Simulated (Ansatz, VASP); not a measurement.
One calculation of Cd2Ir, two programs

```
Cd Ir
1.0
     4.63579    0.00000    0.00000
    -2.31790    4.01471    0.00000
     0.00000    0.00000    2.90555
Cd Ir
2 1
Direct
  0.33333 0.66667 0.50000
  0.66667 0.33333 0.50000
  0.00000 0.00000 0.00000
```

Alike in both runs: functional PBE; k mesh 12 × 12 × 14; occupations gaussian, width 0.1 eV; no spin polarisation.

Ansatz relaxed the structure, and its values are those at the end. VASP's run is a single point on that final structure, the one shown.

|  | VASP | Ansatz |
| --- | --- | --- |
| version | VASP 6.6.1 | Ansatz 0.2.0 |
| potentials or method | VASP PAW PBE potentials, release 64 (Cd, Ir), cutoff 520 eV | scalar-relativistic, plane waves, PAW |
| valence electrons in the cell | 33 | 57 |

VASP gave:

```
gap on the k mesh at the Fermi level (eV) : none
pressure (GPa)                            : 0.8
```

**Question.** Which values does Ansatz return?

**Answer.** gap on the k mesh at the Fermi level (eV): none; pressure (GPa): 0.0.

A gap of «none» marks a metal or a gap that the smearing closes. The functional is the same, so the differences come from potentials, cutoffs and numerics. VASP's potentials hold 33 valence electrons a cell and Ansatz's 57, so a difference there can come from the potentials and not from the codes.

Neither program's run includes spin-orbit coupling.
